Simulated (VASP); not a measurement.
# ZnCu (Cmmm) in VASP: electric field gradients with PBE

Aim: the electric field gradients of ZnCu with PBE.

All numbers are computed with VASP 6.6.1; they aren't measurements. Logs are shortened: lines on timing, memory, paths and dates and some standing lists are left out, and cuts for length are marked.

### 1 The cell of the first run

The structure is orthorhombic, space group Cmmm (No. 65). Conventional cell: a = 4.082 Å, b = 4.248 Å, c = 2.945 Å, α = 90.00°, β = 90.00°, γ = 90.00°. Within 3.3 Å of Zn (site symmetry mmm) lie 8 Cu at 2.52 to 2.58 Å and 6 Zn at 2.94 to 2.95 Å. Within 3.3 Å of Cu (site symmetry mmm) lie 8 Zn at 2.52 to 2.58 Å and 6 Cu at 2.94 to 2.95 Å.

### 2 Electric field gradients, PBE (xy shear strain of +4 %)

Input file INCAR:

```
SYSTEM = ZnCu
ALGO = Normal ; EDIFF = 1E-8
ENCUT = 520 ; GGA = PE
ISIF = 2 ; ISMEAR = -1
LASPH = .True. ; LCHARG = .False.
LEFG = .True. ; LREAL = .False.
LWAVE = .False. ; NBANDS = 18
NELM = 80 ; PREC = Accurate
SIGMA = 0.05
```

Input file KPOINTS:

```
k-points
0
Gamma
  14 14 14
  0 0 0
```

Input file POSCAR:

```
ZnCu
1.0
    2.9450000000      0.0589000000      0.0000000000
    0.0589000000      2.9450000000      0.0000000000
    0.0000000000      0.0000000000      2.9450000000
Zn Cu
1 1
Direct
    0.5000000000      0.5000000000      0.5000000000
    0.0000000000      0.0000000000      0.0000000000
```

Potentials or basis: VASP PAW PBE potentials, release 64 (Zn, Cu).

Run with:

```
$ cat potpaw_PBE.64/Zn/POTCAR potpaw_PBE.64/Cu/POTCAR > POTCAR
$ mpirun -np 1 vasp_std > vasp.out
```

OUTCAR:

```text
SYSTEM = ZnCu
   EDIFF = 1E-8
   ENCUT = 520
   GGA = PE
   ISIF = 2
   ISMEAR = -1
   LASPH = .True.
   LREAL = .False.
   NELM = 80
   PREC = Accurate

 ion  position               nearest neighbor table
   1  0.500  0.500  0.500-   2 2.52   2 2.52   2 2.52   2 2.52   2 2.58   2 2.58   2 2.58   2 2.58

   2  0.000  0.000  0.000-   1 2.52   1 2.52   1 2.52   1 2.52   1 2.58   1 2.58   1 2.58   1 2.58

  LATTYP: Found a base centered orthorhombic cell.
 ALAT       =     4.0815617624
 B/A-ratio  =     1.0408163265
 C/A-ratio  =     0.7215375318

  Lattice vectors:

 A1 = (  -0.0589000000,  -2.9450000000,   0.0000000000)
 A2 = (   2.9450000000,   0.0589000000,   0.0000000000)
 A3 = (   0.0000000000,   0.0000000000,   2.9450000000)

Analysis of symmetry for initial positions (statically):
=====================================================================
 Subroutine PRICEL returns:
 Original cell was already a primitive cell.

 Routine SETGRP: Setting up the symmetry group for a
 base centered orthorhombic supercell.

 Subroutine GETGRP returns: Found  8 space group operations
 (whereof  8 operations were pure point group operations)
 out of a pool of  8 trial point group operations.

The static configuration has the point symmetry D_2h.

Analysis of symmetry for dynamics (positions and initial velocities):
=====================================================================
 Subroutine PRICEL returns:
 Original cell was already a primitive cell.

 Routine SETGRP: Setting up the symmetry group for a
 base centered orthorhombic supercell.

 Subroutine GETGRP returns: Found  8 space group operations
 (whereof  8 operations were pure point group operations)
 out of a pool of  8 trial point group operations.

The dynamic configuration has the point symmetry D_2h.

 Subroutine INISYM returns: Found  8 space group operations
 (whereof  8 operations are pure point group operations),
 and found     1 'primitive' translations

----------------------------------------------------------------------------------------

                                     Primitive cell

  volume of cell :      25.5318

  direct lattice vectors                    reciprocal lattice vectors
     2.945000000  0.058900000  0.000000000     0.339694452 -0.006793889  0.000000000
     0.058900000  2.945000000  0.000000000    -0.006793889  0.339694452  0.000000000
     0.000000000  0.000000000  2.945000000     0.000000000  0.000000000  0.339558574

  length of vectors
     2.945588941  2.945588941  2.945000000     0.339762384  0.339762384  0.339558574

  position of ions in fractional coordinates (direct lattice)
     0.500000000  0.500000000  0.500000000
     0.000000000  0.000000000  0.000000000

  ion indices of the primitive-cell ions
   primitive index   ion index
                 1           1
                 2           2

----------------------------------------------------------------------------------------

 KPOINTS: k-points

Automatic generation of k-mesh.
 Grid dimensions read from file:
 generate k-points for:   14   14   14

 Generating k-lattice:

  Cartesian coordinates                     Fractional coordinates (reciprocal lattice)
     0.024263889 -0.000485278  0.000000000     0.071428571  0.000000000  0.000000000
    -0.000485278  0.024263889  0.000000000     0.000000000  0.071428571  0.000000000
     0.000000000  0.000000000  0.024254184     0.000000000  0.000000000  0.071428571

  Length of vectors
     0.024268742  0.024268742  0.024254184

  Shift w.r.t. Gamma in fractional coordinates (k-lattice)
     0.000000000  0.000000000  0.000000000

 Subroutine IBZKPT returns following result:
 ===========================================

 Found    456 irreducible k-points:

 Following reciprocal coordinates:
            Coordinates               Weight
  0.000000  0.000000  0.000000      1.000000
  0.071429 -0.000000  0.000000      4.000000
  0.142857 -0.000000  0.000000      4.000000
  0.214286 -0.000000  0.000000      4.000000
  0.285714 -0.000000  0.000000      4.000000
  0.357143 -0.000000  0.000000      4.000000
[... 16 lines left out ...]
  0.214286  0.142857  0.000000      4.000000
  0.285714  0.142857  0.000000      4.000000
 [... further k-points ...]
   k-points           NKPTS =    456   k-points in BZ     NKDIM =    456   number of bands    NBANDS=     18
   number of dos      NEDOS =    301   number of ions     NIONS =      2
   total plane-waves  NPLWV =  13824
   dimension x,y,z NGX =    24 NGY =   24 NGZ =   24
   dimension x,y,z NGXF=    48 NGYF=   48 NGZF=   48
   ions per type =               1   1
   NGX,Y,Z   is equivalent  to a cutoff of  13.55, 13.55, 13.55 a.u.
   NGXF,Y,Z  is equivalent  to a cutoff of  27.09, 27.09, 27.10 a.u.
 SYSTEM =  ZnCu
   PREC   = accura    normal or accurate (medium, high low for compatibility)
   ISTART =      0    job   : 0-new  1-cont  2-samecut
   ICHARG =      2    charge: 1-file 2-atom 10-const
   ISPIN  =      1    spin polarized calculation?
   LNONCOLLINEAR =      F non collinear calculations
   LSORBIT =      F    spin-orbit coupling
   LASPH  =      T    aspherical Exc in radial PAW
   ENCUT  =  520.0 eV  38.22 Ry    6.18 a.u.   5.48  5.48  5.48*2*pi/ulx,y,z
   NELM   =     80;   NELMIN=  2; NELMDL= -5     # of ELM steps
   EDIFF  = 0.1E-07   stopping-criterion for ELM
   LREAL  =      F    real-space projection
   EDIFFG = 0.1E-06   stopping-criterion for IOM
   NSW    =      0    number of steps for IOM
   IBRION =     -1    ionic relax: 0-MD 1-quasi-New 2-CG
   NFREE  =      0    steps in history (QN), initial steepest desc. (CG)
   ISIF   =      2    stress and relaxation
   ISYM   =      2    0-nonsym 1-usesym 2-fastsym
   POTIM  = 0.5000    time-step for ionic-motion
   TEBEG  =    0.0;   TEEND  =   0.0 temperature during run
   PSTRESS=    0.0 pullay stress
   NELECT =      23.0000    total number of electrons
   NUPDOWN=      -1.0000    fix difference up-down
   EMIN   =  10.00;   EMAX   =-10.00  energy-range for DOS
   EFERMI =   0.00;   METHOD = LEGACY
   ISMEAR =    -1;   SIGMA  =   0.05  broadening in eV -4-tet -1-fermi 0-gaus
   EFERMI_NEDOS =   21; number of points for ismear=-14 and -15
   IALGO  =     38    algorithm
   IMIX   =      4    mixing-type and parameters
     AMIX     =   0.40;   BMIX     =  1.00
     AMIX_MAG =   1.60;   BMIX_MAG =  1.00
  volume/ion in A,a.u.               =      12.77        86.15
  Fermi-wavevector in a.u.,A,eV,Ry     =   1.581090  2.987828 34.012485  2.499847
  Thomas-Fermi vector in A             =   2.681219
   LORBIT       =      0    0 simple, 1 ext, 2 COOP (PROOUT), +10 PAW based schemes
   GGA     = PE    functional components
   LHFCALC =     F    Hartree Fock is set to
   AEXX    =    0.0000 exact exchange contribution
   IVDW    =     0    specifies the selected vdW correction
   LEPSILON=     F    determine dielectric tensor
   LRPA    =     F    only Hartree local field effects (RPA)
 non-spin polarized calculation
  energy-cutoff  :      520.00
  volume of cell :       25.53
 maximum number of plane-waves:       707
 NGX is ok and might be reduce to    24
   NGX = 11   NGY = 11   NGZ = 11

 number of electron      23.0000009 magnetization

 Free energy of the ion-electron system (eV)
  ---------------------------------------------------
  ext. energy  EPLUGINS =         0.00000000
  ---------------------------------------------------
  free energy    TOTEN  =        -4.99997913 eV

  energy without entropy =       -4.99667660  energy(sigma->0) =       -4.99832786

 E-fermi :   5.5524     XC(G=0): -12.4033

 val. band max:        5.5346378341   @ k =   0.3571   0.2143   0.1429
 cond. band min:       5.5705582219   @ k =   0.2857   0.2857   0.4286
 fundamental gap:      0.0359203878
 Fermi energy:         5.5524213335

 k-point     1 :       0.0000    0.0000    0.0000
  band No.  band energies     occupation
      1      -4.7961      2.00000
      2      -2.3090      2.00000
      3      -2.3047      2.00000
      4      -1.6488      2.00000
      5      -1.6147      2.00000
      6      -1.5786      2.00000
[... 10 lines left out ...]
     17      17.8479      0.00000
     18      28.0598      0.00000

 k-point     2 :       0.0714   -0.0000    0.0000
  band No.  band energies     occupation
      1      -4.7035      2.00000
      2      -2.2974      2.00000
      3      -2.2856      2.00000
      4      -1.6503      2.00000
      5      -1.6227      2.00000
      6      -1.5810      2.00000
[... 10 lines left out ...]
     17      18.4807      0.00000
     18      27.0624      0.00000

 k-point     3 :       0.1429   -0.0000    0.0000
  band No.  band energies     occupation
      1      -4.4289      2.00000
      2      -2.2668      2.00000
      3      -2.2279      2.00000
      4      -1.6601      2.00000
      5      -1.6449      2.00000
      6      -1.5823      2.00000
[... 10 lines left out ...]
     17      20.5471      0.00000
     18      25.3462      0.00000

 k-point     4 :       0.2143   -0.0000    0.0000
  band No.  band energies     occupation
      1      -3.9838      2.00000
      2      -2.2223      2.00000
      3      -2.1344      2.00000
      4      -1.6841      2.00000
      5      -1.6768      2.00000
      6      -1.5740      2.00000
[... 375 lines left out ...]
      4      -1.6939      2.00000
      5      -1.6810      2.00000
      6      -1.5875      2.00000
[... 10 lines left out ...]
     17      21.0065      0.00000
     18      21.3768      0.00000

 k-point    23 :       0.2143    0.1429    0.0000
  band No.  band energies     occupation
      1      -3.6920      2.00000
      2      -2.1838      2.00000
      3      -2.0756      2.00000
      4      -1.7184      2.00000
      5      -1.7028      2.00000
      6      -1.5961      2.00000
[... 10 lines left out ...]
     17      20.6476      0.00000
     18      23.2711      0.00000

 k-point    24 :       0.2857    0.1429    0.0000
  band No.  band energies     occupation
      1      -3.1615      2.00000
      2      -2.1380      2.00000
      3      -1.9831      2.00000
      4      -1.7473      2.00000
      5      -1.6689      2.00000
      6      -1.6008      2.00000
[... 10 lines left out ...]
     17      21.0514      0.00000
     18      22.9501      0.00000

 [... further k-points ...]

------------------------ aborting loop because EDIFF is reached ----------------------------------------

  FORCE on cell =-STRESS in cart. coord.  units (eV):
  Direction    XX          YY          ZZ          XY          YZ          ZX
  --------------------------------------------------------------------------------------
  -------------------------------------------------------------------------------------
  Total        0.4789603      0.4789603      0.5132025     -0.6310015      0.0000000      0.0000000
  in kB       30.0557791     30.0557791     32.2045504    -39.5966828      0.0000000      0.0000000
  external PRESSURE =      30.7720362 kB  Pullay stress =       0.0000000 kB

 VOLUME and BASIS-vectors are now :
 -----------------------------------------------------------------------------
  energy-cutoff  :      520.00
  volume of cell :       25.53
      direct lattice vectors                 reciprocal lattice vectors
     2.945000000  0.058900000  0.000000000     0.339694452 -0.006793889  0.000000000
     0.058900000  2.945000000  0.000000000    -0.006793889  0.339694452  0.000000000
     0.000000000  0.000000000  2.945000000     0.000000000  0.000000000  0.339558574

 POSITION                                       TOTAL-FORCE (eV/Angst)
 -----------------------------------------------------------------------------------
      1.50195      1.50195      1.47250         0.000000      0.000000      0.000000
      0.00000      0.00000      0.00000        -0.000000      0.000000      0.000000
 -----------------------------------------------------------------------------------
    total drift:                                0.000000      0.000000     -0.000000

  FREE ENERGIE OF THE ION-ELECTRON SYSTEM (eV)
  ---------------------------------------------------
  free  energy   TOTEN  =        -4.9999791294 eV

  energy  without entropy=       -4.9966765950  energy(sigma->0) =       -4.99832786

 Electric field gradients (V/A^2)
---------------------------------------------------------------------
 ion       V_xx      V_yy      V_zz      V_xy      V_xz      V_yz
---------------------------------------------------------------------
   1       0.235     0.235    -0.470     7.677    -0.000    -0.000
   2       0.257     0.257    -0.514     5.240    -0.000    -0.000
---------------------------------------------------------------------

 Electric field gradients after diagonalization (V/A^2)
 (convention: |V_zz| > |V_xx| > |V_yy|)
----------------------------------------------------------------------
 ion       V_xx      V_yy      V_zz     asymmetry (V_yy - V_xx)/ V_zz
----------------------------------------------------------------------
   1      -7.442    -0.470     7.912       0.881
   2      -4.983    -0.514     5.497       0.813
----------------------------------------------------------------------

           NMR quadrupolar parameters

 Cq : quadrupolar parameter    Cq=e*Q*V_zz/h
 eta: asymmetry parameters     (V_yy - V_xx)/ V_zz
 Q  : nuclear electric quadrupole moment in mb (millibarn)
----------------------------------------------------------------------
 ion       Cq(MHz)       eta       Q (mb)
----------------------------------------------------------------------
   1       0.019       0.881       1.000
   2       0.013       0.813       1.000
----------------------------------------------------------------------
```

Wall time 2.5 min (1 thread of Intel Xeon Platinum 8488C (Sapphire Rapids), shared host); peak memory 0.32 GiB.

Results:

- Free energy: -5.0000 eV
- Pressure: 3.1 GPa
- Band gap on the k mesh: zero (an odd number of electrons rules out a gap without spin polarisation)
- Largest electric field gradient by atom: Zn +7.9; Cu +5.5 V/Å²

Stress tensor (GPa, compression positive):
```
 3.01 -3.96  0.00
-3.96  3.01  0.00
 0.00  0.00  3.22
```

Electric field gradients, principal values (V/Å²):
```csv
atom,least,middle,greatest (by size)
1 Zn,-0.470,-7.442,7.912
2 Cu,-0.514,-4.983,5.497
```

Caveat: the cell differs from its parent crystal (xy shear strain of +4 %); the cell stands under pressure; without QUAD_EFG the Cq values of the log hold for a quadrupole moment of 1 mb, not for the nuclei.
